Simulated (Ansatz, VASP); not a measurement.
## KBr: VASP beside Ansatz

```xyz
2
Lattice="0.0000 3.3519 3.3519 3.3519 0.0000 3.3519 3.3519 3.3519 0.0000" Properties=species:S:1:pos:R:3 pbc="T T T"
K     0.0000    0.0000    0.0000
Br    3.3519    3.3519    3.3519
```

Alike in both runs: functional PBE; k mesh 7 × 7 × 7; occupations fermi-dirac, width 0.02 eV; no spin polarisation.

Ansatz relaxed the structure, and its values are those at the end. VASP's run is a single point on that final structure, the one shown.

|  | VASP | Ansatz |
| --- | --- | --- |
| version | VASP 6.6.1 | Ansatz 0.2.0 |
| potentials or method | VASP PAW PBE potentials, release 64 (K_sv, Br), cutoff 520 eV | all-electron LAPW, scalar-relativistic |

|  | VASP | Ansatz | Ansatz less VASP |
| --- | --- | --- | --- |
| pressure (GPa) | 0.0 | 0.0 | -0.03 |

Ansatz ran all-electron here, and VASP with PAW potentials.
